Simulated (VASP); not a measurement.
SrAsPt, 6 atoms in the cell. Symmetry: P6_3/mmc, No. 194, hexagonal system. Conventional cell: a = 4.337 Å, b = 4.337 Å, c = 9.362 Å, α = 90.00°, β = 90.00°, γ = 120.00°. Sr (site symmetry -3m) has 6 As at 3.43 Å and 6 Pt at 3.43 Å and 6 Sr at 4.34 Å within 4.5 Å. As (site symmetry -6m2) has 3 Pt at 2.50 Å and 6 Sr at 3.43 Å within 3.5 Å. Within 3.5 Å of Pt (site symmetry -6m2) lie 3 As at 2.50 Å and 6 Sr at 3.43 Å. 

- Program: VASP 6.6.1
- Task: relaxation of shape and atoms at fixed volume
- Functional: PBEsol
- Potentials or basis: VASP PAW PBE potentials, release 64 (Sr_sv, As, Pt)
- Cutoff: 600 eV
- k mesh: 12 × 12 × 4
- Occupations: gaussian, width 0.1 eV
- Spin: no spin polarisation
- Dipole correction: no
- Further INCAR settings: ALGO = Fast; EDIFF = 1e-06; IBRION = 2; EDIFFG = -0.01; NSW = 50; ISIF = 4

Potentials or basis: VASP PAW PBE potentials, release 64 (Sr_sv, As, Pt).

The run is started by

```console
$ cat potpaw_PBE.64/Sr_sv/POTCAR potpaw_PBE.64/As/POTCAR potpaw_PBE.64/Pt/POTCAR > POTCAR
$ mpirun -np 1 vasp_std > vasp.out
```

Hardware: 1 thread of Intel Xeon 8259CL, on a shared host.

**Question.** How long does it take, and how much memory?

**Answer.** Run time: 27 min on 1 thread of Intel Xeon 8259CL, with other jobs on the host, peak memory 0.56 GiB. Counts: scf iterations 35, k points 57, ion steps 3.
